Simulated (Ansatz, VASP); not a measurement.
One calculation of AlN, two programs

INCAR

```
SYSTEM = AlN
PREC = Accurate ; ENCUT = 520
EDIFF = 1E-7 ; ISMEAR = 0
SIGMA = 0.05 ; LREAL = .False.
LASPH = .True. ; NELM = 80
ALGO = Normal ; ISIF = 2
LWAVE = .False. ; LCHARG = .True.
GGA = CA ; LELF = .True.
LVHAR = .True. ; NBANDS = 16
```

Contents of KPOINTS:

```
regular mesh
0
Gamma
  9 9 6
  0 0 0
```

The input POSCAR:

```
AlN
1.0
    3.0887424016      0.0000000000      0.0000000000
   -1.5443712008      2.6749293856      0.0000000000
    0.0000000000      0.0000000000      4.9437688231
Al N
2 2
Direct
    0.3119203626      0.6795268192      0.0015212672
    0.6880796374      0.3204731808      0.5015212672
    0.3524408176      0.6551911379      0.3834787328
    0.6475591824      0.3448088621      0.8834787328
```

Input for Ansatz:

```yaml
crystal:
  lattice:
    - [3.0887424016, 0.0, 0.0]
    - [-1.5443712008, 2.6749293856, 0.0]
    - [0.0, 0.0, 4.9437688231]
  atoms:
    - { symbol: Al, position: [0.3119203626, 0.6795268192, 0.0015212672] }
    - { symbol: Al, position: [0.6880796374, 0.3204731808, 0.5015212672] }
    - { symbol: "N", position: [0.3524408176, 0.6551911379, 0.3834787328] }
    - { symbol: "N", position: [0.6475591824, 0.3448088621, 0.8834787328] }
basis:
  ecutwfc: 520.0
kpoints:
  mp_grid: { grid: [9, 9, 6] }
hamiltonian:
  xc: lda
scf:
  occupations: { method: gaussian, width: 0.05 }
output:
  forces: true
  stress: true
  eigenvalues: true
```

Change from the starting cell: mode 4 frozen in at -0.086 Å and mode 5 at +0.034 Å (largest displacements).

Alike in both runs: task single point; functional LDA; k mesh 9 × 9 × 6; occupations gaussian, width 0.05 eV; no spin polarisation.

|  | VASP | Ansatz |
| --- | --- | --- |
| version | VASP 6.6.1 | Ansatz 0.2.0 |
| potentials or method | VASP PAW LDA potentials, release 64 (Al, N), cutoff 520 eV | scalar-relativistic, plane waves, PAW |
| valence electrons in the cell | 16 | 16 |

VASP gave:

```
gap on the k mesh at the Fermi level (eV)                     : 4.32
least direct gap on the mesh (eV)                             : 4.32
pressure (GPa)                                                : 0.4
traceless stress, the component that is largest in VASP (GPa) : -0.30
rms of the force components (eV/Å)                            : 0.229
```

Q: What did Ansatz give for the same quantities?

A: gap on the k mesh at the Fermi level (eV): 4.32; least direct gap on the mesh (eV): 4.32; pressure (GPa): -0.3; traceless stress, the component that is largest in VASP (GPa): -0.32; rms of the force components (eV/Å): 0.229.

LDA's correlation is that of Perdew and Zunger in VASP and of Perdew and Wang (1992) in Ansatz. Atom by atom the forces differ by 0.002 eV/Å (rms over components).
